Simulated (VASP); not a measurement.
# CuSn3 (I4/mmm) in VASP: further runs, part 2 of 2

VASP 6.6.1. Earlier steps stand in the parts before.

## (4) Single point, PBE

This run uses another cell than the first one, of the same volume but with other edges.

INCAR reads:

```
PREC = Accurate
ENCUT = 520
EDIFF = 1E-7
ISMEAR = -1
SIGMA = 0.05
LREAL = False
LASPH = True
NELM = 100
ALGO = Fast
ISIF = 2
LWAVE = False
LCHARG = False
GGA = PE
NBANDS = 34
```

KPOINTS reads:

```
Automatic mesh
0
Gamma
  8 8 8
```

POSCAR reads:

```
CuSn3
1.0
   -2.2399030000      2.2399030000      4.8707040000
    2.2399030000     -2.2399030000      4.8707040000
    2.2399030000      2.2399030000     -4.8707040000
Sn Cu
3 1
Direct
    0.5000000000      0.5000000000      0.0000000000
    0.2500000000      0.7500000000      0.5000000000
    0.7500000000      0.2500000000      0.5000000000
    0.0000000000      0.0000000000      0.0000000000
```

Potentials or basis: VASP PAW PBE potentials, release 64 (Sn_d, Cu).

Launch:

```
cat potpaw_PBE.64/Sn_d/POTCAR potpaw_PBE.64/Cu/POTCAR > POTCAR
mpirun -np 1 vasp_std > vasp.out
```

OUTCAR:

```text
PREC = Accurate
   ENCUT = 520
   EDIFF = 1E-7
   ISMEAR = -1
   LREAL = False
   LASPH = True
   NELM = 100
   ISIF = 2
   GGA = PE

 ion  position               nearest neighbor table
   1  0.500  0.500  0.000-   4 3.17   4 3.17   4 3.17   4 3.17   3 3.31   2 3.31   3 3.31   3 3.31
                             2 3.31   2 3.31   3 3.31   2 3.31
   2  0.250  0.750  0.500-   3 3.17   3 3.17   3 3.17   3 3.17   1 3.31   1 3.31   1 3.31   1 3.31

   3  0.750  0.250  0.500-   2 3.17   2 3.17   2 3.17   2 3.17   1 3.31   1 3.31   1 3.31   1 3.31
[... 1093 lines left out ...]
  --------------------------------------------------------------------------------------
  -------------------------------------------------------------------------------------
  Total       -0.5484893     -0.5484893     -0.7770481      0.0000000      0.0000000      0.0000000
  in kB       -8.9901843     -8.9901843    -12.7364485      0.0000000      0.0000000      0.0000000
  external PRESSURE =     -10.2389390 kB  Pullay stress =       0.0000000 kB

 VOLUME and BASIS-vectors are now :
 -----------------------------------------------------------------------------
  energy-cutoff  :      520.00
  volume of cell :       97.75
      direct lattice vectors                 reciprocal lattice vectors
    -2.239903000  2.239903000  4.870704000     0.000000000  0.223223952  0.102654565
     2.239903000 -2.239903000  4.870704000     0.223223952  0.000000000  0.102654565
     2.239903000  2.239903000 -4.870704000     0.223223952  0.223223952  0.000000000

 POSITION                                       TOTAL-FORCE (eV/Angst)
 -----------------------------------------------------------------------------------
      0.00000      0.00000      4.87070         0.000000      0.000000      0.000000
      2.23990      0.00000      2.43535        -0.000000      0.000000     -0.000000
      0.00000      2.23990      2.43535         0.000000     -0.000000      0.000000
      0.00000      0.00000      0.00000         0.000000      0.000000      0.000000
 -----------------------------------------------------------------------------------
    total drift:                                0.000000     -0.000000      0.000000

  FREE ENERGIE OF THE ION-ELECTRON SYSTEM (eV)
  ---------------------------------------------------
  free  energy   TOTEN  =       -14.3707034924 eV

  energy  without entropy=      -14.3536559526  energy(sigma->0) =      -14.36217972
```

OSZICAR:

```text
N       E                     dE             d eps       ncg     rms          rms(c)
DAV:   1     0.505203619907E+03    0.50520E+03   -0.26013E+04  4092   0.246E+03
DAV:   2     0.544947751185E+02   -0.45071E+03   -0.44211E+03  4012   0.568E+02
DAV:   3    -0.121835776503E+02   -0.66678E+02   -0.65483E+02  4638   0.201E+02
[... 12 lines left out ...]
RMM:  16    -0.143707038051E+02   -0.53207E-06   -0.10417E-05  6071   0.230E-02    0.466E-03
RMM:  17    -0.143707036113E+02    0.19375E-06   -0.37601E-06  5163   0.150E-02    0.146E-03
RMM:  18    -0.143707036627E+02   -0.51395E-07   -0.15566E-06  4887   0.734E-03    0.936E-04
RMM:  19    -0.143707034318E+02    0.23094E-06   -0.44136E-07  3882   0.467E-03    0.911E-04
RMM:  20    -0.143707035445E+02   -0.11272E-06   -0.18343E-07  2867   0.348E-03    0.635E-04
RMM:  21    -0.143707034924E+02    0.52091E-07   -0.79336E-08  2567   0.280E-03
   1 F= -.14370703E+02 E0= -.14362180E+02  d E =-.170475E-01
```

stdout:

```text
POSCAR found type information on POSCAR SnCu
 POSCAR found :  2 types and       4 ions
 scaLAPACK will be used
 LDA part: xc-table for (Slater+PW92), standard interpolation
 POSCAR, INCAR and KPOINTS ok, starting setup
 FFT: planning ... GRIDC
 FFT: planning ... GRID_SOFT
 FFT: planning ... GRID
 WAVECAR not read
 entering main loop
 num prob RMM:  18    -0.143707036627E+02   -0.51395E-07   -0.15566E-06  4887   0.734E-03    0.936E-04
 num prob  num prob RMM:  19    -0.143707034318E+02    0.23094E-06   -0.44136E-07  3882   0.467E-03    0.911E-04
 num prob  num prob  num prob  num prob RMM:  20    -0.143707035445E+02   -0.11272E-06   -0.18343E-07  2867   0.348E-03    0.635E-04
 num prob RMM:  21    -0.143707034924E+02    0.52091E-07   -0.79336E-08  2567   0.280E-03
```

Run time: 21 min. Hardware: 1 thread of AMD EPYC 7R13, shared host; peak memory 0.39 GiB.

Results:

```yaml
Free_energy: -14.3707 eV
Pressure: -1.0 GPa
```

Stress tensor (GPa, compression positive):
```
-0.90  0.00  0.00
 0.00 -0.90  0.00
 0.00  0.00 -1.27
```

Caveat: spin-orbit coupling is left out, which moves the levels of the heavy elements.

## (5) Single point, r2SCAN

This run uses another cell than the first one, of the same volume but with other edges.

POSCAR is that of step 4.

INCAR.step1 reads:

```
PREC     = Accurate       # precision mode
ENCUT    = 520            # plane-wave cutoff, eV
ISMEAR   = -1             # smearing method
SIGMA    = 0.05           # smearing width, eV
LREAL    = F              # projectors in reciprocal space
LASPH    = T              # aspherical terms in the spheres
NELM     = 60             # most SCF steps
NBANDS   = 34             # bands
GGA      = PE             # functional
ALGO     = Normal         # electronic algorithm
EDIFF    = 1E-4           # SCF threshold, eV
LWAVE    = T              # write WAVECAR
LCHARG   = F              # write CHGCAR
```

INCAR.step2 reads:

```
PREC     = Accurate       # precision mode
ENCUT    = 520            # plane-wave cutoff, eV
EDIFF    = 1E-7           # SCF threshold, eV
ISMEAR   = -1             # smearing method
SIGMA    = 0.05           # smearing width, eV
LREAL    = F              # projectors in reciprocal space
LASPH    = T              # aspherical terms in the spheres
NELM     = 60             # most SCF steps
ALGO     = Normal         # electronic algorithm
ISIF     = 2              # what is computed and relaxed
LWAVE    = F              # write WAVECAR
LCHARG   = F              # write CHGCAR
METAGGA  = R2SCAN         # meta-GGA
LMIXTAU  = T            
NBANDS   = 34             # bands
ISTART   = 1
```

KPOINTS reads:

```
regular mesh
0
Gamma
  8 8 8
```

Potentials or basis: VASP PAW PBE potentials, release 64 (Sn_d, Cu).

Launch:

```
cat potpaw_PBE.64/Sn_d/POTCAR potpaw_PBE.64/Cu/POTCAR > POTCAR
cp INCAR.step1 INCAR
mpirun -np 1 vasp_std > vasp.out
cp INCAR.step2 INCAR
mpirun -np 1 vasp_std > vasp.out
```

OUTCAR:

```text
PREC = Accurate
   ENCUT = 520
   EDIFF = 1E-7
   ISMEAR = -1
   LREAL = F
   LASPH = T
   NELM = 60
   ISIF = 2
   METAGGA = R2SCAN
   ISTART = 1

 ion  position               nearest neighbor table
   1  0.500  0.500  0.000-   4 3.17   4 3.17   4 3.17   4 3.17   3 3.31   2 3.31   3 3.31   3 3.31
                             2 3.31   2 3.31   3 3.31   2 3.31
   2  0.250  0.750  0.500-   3 3.17   3 3.17   3 3.17   3 3.17   1 3.31   1 3.31   1 3.31   1 3.31

   3  0.750  0.250  0.500-   2 3.17   2 3.17   2 3.17   2 3.17   1 3.31   1 3.31   1 3.31   1 3.31
[... 1092 lines left out ...]
  --------------------------------------------------------------------------------------
  -------------------------------------------------------------------------------------
  Total       -1.6777205     -1.6777205     -1.4631306      0.0000000     -0.0000000      0.0000000
  in kB      -27.4991982    -27.4991982    -23.9818962      0.0000000     -0.0000000      0.0000000
  external PRESSURE =     -26.3267642 kB  Pullay stress =       0.0000000 kB

 VOLUME and BASIS-vectors are now :
 -----------------------------------------------------------------------------
  energy-cutoff  :      520.00
  volume of cell :       97.75
      direct lattice vectors                 reciprocal lattice vectors
    -2.239903000  2.239903000  4.870704000     0.000000000  0.223223952  0.102654565
     2.239903000 -2.239903000  4.870704000     0.223223952  0.000000000  0.102654565
     2.239903000  2.239903000 -4.870704000     0.223223952  0.223223952  0.000000000

 POSITION                                       TOTAL-FORCE (eV/Angst)
 -----------------------------------------------------------------------------------
      0.00000      0.00000      4.87070         0.000000      0.000000      0.000000
      2.23990      0.00000      2.43535        -0.000000      0.000000      0.000000
      0.00000      2.23990      2.43535        -0.000000     -0.000000     -0.000000
      0.00000      0.00000      0.00000         0.000000      0.000000      0.000000
 -----------------------------------------------------------------------------------
    total drift:                                0.000000     -0.000000      0.000000

  FREE ENERGIE OF THE ION-ELECTRON SYSTEM (eV)
  ---------------------------------------------------
  free  energy   TOTEN  =       -83.5012003110 eV

  energy  without entropy=      -83.4827723840  energy(sigma->0) =      -83.49198635
```

OSZICAR.step1:

```text
N       E                     dE             d eps       ncg     rms          rms(c)
DAV:   1     0.505203619907E+03    0.50520E+03   -0.26013E+04  4092   0.246E+03
DAV:   2     0.544947751186E+02   -0.45071E+03   -0.44211E+03  4012   0.568E+02
DAV:   3    -0.121835776505E+02   -0.66678E+02   -0.65483E+02  4638   0.201E+02
DAV:   4    -0.150944787327E+02   -0.29109E+01   -0.28868E+01  4642   0.462E+01
DAV:   5    -0.152275691537E+02   -0.13309E+00   -0.13304E+00  6144   0.105E+01    0.955E+00
DAV:   6    -0.169886689061E+02   -0.17611E+01   -0.33717E+01  4628   0.757E+01    0.922E+00
DAV:   7    -0.145334184425E+02    0.24553E+01   -0.68735E+00  4940   0.399E+01    0.321E+00
DAV:   8    -0.144053827691E+02    0.12804E+00   -0.20917E+00  5086   0.200E+01    0.193E+00
DAV:   9    -0.143701459961E+02    0.35237E-01   -0.34753E-01  5196   0.743E+00    0.370E-01
DAV:  10    -0.143708895658E+02   -0.74357E-03   -0.14688E-02  5210   0.112E+00    0.149E-01
DAV:  11    -0.143706808989E+02    0.20867E-03   -0.11458E-03  4832   0.727E-01    0.550E-02
DAV:  12    -0.143707017062E+02   -0.20807E-04   -0.16539E-04  2394   0.209E-01
   1 F= -.14370702E+02 E0= -.14362180E+02  d E =-.170444E-01
```

Run time: 19 min. Hardware: 1 thread of Intel Xeon Platinum 8375C at 2.90GHz (Ice Lake), shared host; peak memory 0.45 GiB.

Results:

```yaml
Free_energy: -83.5012 eV
Pressure: -2.6 GPa
```

Caveat: the PAW data sets were made with another functional, which shifts forces and pressure a little; spin-orbit coupling is left out, which moves the levels of the heavy elements.

## (6) Single point, r2SCAN

This run uses another cell than the first one, of 24.93 Å³/atom, 1.020 times its volume.

POSCAR reads:

```
CuSn3
1.0
   -2.2547372270      2.2547372270      4.9029612579
    2.2547372270     -2.2547372270      4.9029612579
    2.2547372270      2.2547372270     -4.9029612579
Sn Cu
3 1
Direct
    0.5000000000      0.5000000000      0.0000000000
    0.2500000000      0.7500000000      0.5000000000
    0.7500000000      0.2500000000      0.5000000000
    0.0000000000      0.0000000000      0.0000000000
```

INCAR.step1 reads:

```
PREC = Accurate
ENCUT = 520
ISMEAR = -1
SIGMA = 0.05
LREAL = F
LASPH = T
NELM = 60
NBANDS = 34
GGA = PE
ALGO = Normal
EDIFF = 1E-4
LWAVE = T
LCHARG = F
```

INCAR.step2 reads:

```
PREC = Accurate
ENCUT = 520
EDIFF = 1E-6
ISMEAR = -1
SIGMA = 0.05
LREAL = F
LASPH = T
NELM = 60
ALGO = Normal
ISIF = 2
LWAVE = F
LCHARG = F
METAGGA = R2SCAN
LMIXTAU = T
NBANDS = 34
ISTART = 1
```

KPOINTS is that of step 5.

Potentials or basis: VASP PAW PBE potentials, release 64 (Sn_d, Cu).

Launch:

```
cat potpaw_PBE.64/Sn_d/POTCAR potpaw_PBE.64/Cu/POTCAR > POTCAR
cp INCAR.step1 INCAR
mpirun -np 1 vasp_std > vasp.out
cp INCAR.step2 INCAR
mpirun -np 1 vasp_std > vasp.out
```

Wall time 19 min (1 thread of Intel Xeon Platinum 8375C at 2.90GHz (Ice Lake), shared host); peak memory 0.46 GiB.

Results (log left out):

```
Free energy : -83.4646 eV
Pressure    : -3.5 GPa
```

Stress tensor (GPa, compression positive):
```
-3.59  0.00  0.00
 0.00 -3.59  0.00
 0.00  0.00 -3.33
```

Levels at points of the mesh, in eV from the Fermi level:
| k point | band 22 | band 23 | band 24 | band 25 | band 26 | band 27 | band 28 | band 29 | band 30 | band 31 |
| --- | --- | --- | --- | --- | --- | --- | --- | --- | --- | --- |
| (0.00, 0.00, 0.00) | -2.69 | -2.42 | -2.09 | -1.15 | -1.15 | -0.22 | -0.22 | 0.70 | 1.49 | 1.70 |
| (0.50, 0.00, 0.00) | -2.49 | -2.35 | -2.06 | -0.19 | 0.02 | 0.14 | 0.17 | 2.23 | 2.70 | 3.23 |
| (0.50, 0.50, 0.00) | -2.70 | -2.34 | -2.29 | -2.19 | -2.09 | 0.32 | 0.80 | 0.99 | 1.31 | 6.63 |
| (0.50, 0.50, 0.50) | -2.43 | -2.43 | -2.42 | -2.11 | -0.71 | 2.81 | 2.81 | 2.89 | 2.93 | 4.22 |

Caveat: the PAW data sets were made with another functional, which shifts forces and pressure a little; spin-orbit coupling is left out, which moves the levels of the heavy elements.

## (7) Summary

```tsv
level	cell	gap on the mesh (eV)	pressure (GPa)
PBEsol	a = 5.685 Å, angles 132.6, 132.6, 69.3°, 4 atoms	none	-4.1
PBEsol	a = 5.747 Å, angles 133.6, 133.6, 67.7°, 4 atoms	none	-4.1
PBE	a = 5.810 Å, angles 134.6, 134.6, 66.1°, 4 atoms	none	-1.0
r2SCAN	a = 5.810 Å, angles 134.6, 134.6, 66.1°, 4 atoms	none	-2.6
r2SCAN	a = 5.849 Å, angles 134.6, 134.6, 66.1°, 4 atoms	none	-3.5
```

Alike in all rows: task single point; potentials or basis VASP PAW PBE potentials, release 64 (Sn_d, Cu); no spin polarisation; k mesh 8 × 8 × 8; cutoff (eV) 520; smearing fermi-dirac 0.05 eV.

Caveats: spin-orbit coupling is left out, which moves the levels of the heavy elements; the PAW data sets were made with another functional, which shifts forces and pressure a little (some runs).

Total energies depend on the potentials used, so only differences within one code and one set of settings carry meaning.
